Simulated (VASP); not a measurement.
Here is a VASP 6.6.1 calculation.

INCAR

```
  PREC = Accurate
  ENCUT = 520
  EDIFF = 1E-7
  ISMEAR = 0
  SIGMA = 0.05
  LREAL = F
  LASPH = T
  NELM = 60
  ALGO = Normal
  ISIF = 2
  LWAVE = F
  LCHARG = F
  LDIPOL = T
  IDIPOL = 3
  DIPOL = 0.5 0.5 0.500
  GGA = PE
  NBANDS = 72
  KPAR = 4
```

File KPOINTS:

```
regular mesh
0
Gamma
  8 6 1
```

Contents of POSCAR:

```
SnSe
1.0
    4.2862137860      0.0000000000      0.0000000000
    0.0000000000      6.0616216674      0.0000000000
    0.0000000000      0.0000000000     25.7155344650
Sn Se
6 6
Direct
    0.5000000000      0.5000000000      0.2916525033
    0.0000000000      0.0000000000      0.3749915020
    0.5000000000      0.5000000000      0.4583305007
    0.0000000000      0.0000000000      0.5416694993
    0.5000000000      0.5000000000      0.6250084980
    0.0000000000      0.0000000000      0.7083474967
    0.5000000000      0.0000000000      0.2916525033
    0.0000000000      0.5000000000      0.3749915020
    0.5000000000      0.0000000000      0.4583305007
    0.0000000000      0.5000000000      0.5416694993
    0.5000000000      0.0000000000      0.6250084980
    0.0000000000      0.5000000000      0.7083474967
```

Potentials or basis: VASP PAW PBE potentials, release 64 (Sn_d, Se).

Run with:

```bash
$ cat potpaw_PBE.64/Sn_d/POTCAR potpaw_PBE.64/Se/POTCAR > POTCAR
$ mpirun -np 4 vasp_std > vasp.out
```

(1) Estimate the band gap on the k mesh.

(2) What does it give for the largest force?

Answers

(1) 0.33 eV, direct.

(2) 0.941 eV/Å.

Caveat: spin-orbit coupling is left out, which moves the levels of the heavy elements.
